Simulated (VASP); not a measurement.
Set up this calculation in VASP 6.6.1, as the native input.

| Quantity | Value |
| --- | --- |
| Task | single point |
| Functional | PBEsol |
| Potentials or basis | VASP PAW PBE potentials, release 64 (Fe, Si) |
| Cutoff | 520 eV |
| k mesh | 16 × 16 × 8 |
| Occupations | gaussian, width 0.1 eV |
| Spin | no spin polarisation |
| Dipole correction | no |
| Further INCAR settings | ALGO = Normal; EDIFF = 1e-06; NBANDS = 15 |

The structure of FeSi2 lies in POSCAR:

```
FeSi2
1.0
    2.7030443887      0.0000000000      0.0000000000
    0.0000000000      2.7030443887      0.0000000000
    0.0000000000      0.0000000000      5.1574259957
Fe Si
1 2
Direct
    0.0000000000      0.0000000000      0.0000000000
    0.5000000000      0.5000000000      0.2711004571
    0.5000000000      0.5000000000      0.7288995429
```

This cell differs from its parent crystal: equal strain along all axes, cell held: +1.0 %, then relaxed in part.

One way to write it, as run:

INCAR

```
SYSTEM = FeSi2
PREC     = Accurate       ! precision mode
ENCUT    = 520            ! plane-wave cutoff, eV
EDIFF    = 1E-6           ! SCF threshold, eV
ISMEAR   = 0              ! smearing method
SIGMA    = 0.1            ! smearing width, eV
LREAL    = .False.        ! projectors in reciprocal space
LASPH    = .True.         ! aspherical terms in the spheres
NELM     = 80             ! most SCF steps
ALGO     = Normal         ! electronic algorithm
ISIF     = 2              ! what is computed and relaxed
LWAVE    = .False.        ! write WAVECAR
LCHARG   = .False.        ! write CHGCAR
GGA      = PS             ! functional
NBANDS   = 15             ! bands
```

KPOINTS

```
Automatic mesh
0
Gamma
  16 16 8
  0 0 0
```

Potentials or basis: VASP PAW PBE potentials, release 64 (Fe, Si).

Launch:

```sh
$ cat potpaw_PBE.64/Fe/POTCAR potpaw_PBE.64/Si/POTCAR > POTCAR
$ mpirun -np 1 vasp_std > vasp.out
```

It gave:

The pressure is -5.2 GPa, the largest force is 0.017 eV/Å and the band gap on the k mesh is zero (band 8 reaches 9.82 eV, above the bottom of band 9 at 9.47 eV).

Caveat: the cell differs from its parent crystal (equal strain along all axes, cell held: +1.0 %, then relaxed in part); the PAW data sets were made with another functional, which shifts forces and pressure a little.

Wall time 68 s on 1 thread of Intel(R) Xeon(R) Platinum 8488C (Sapphire Rapids), on a shared host, peak memory 0.24 GiB.
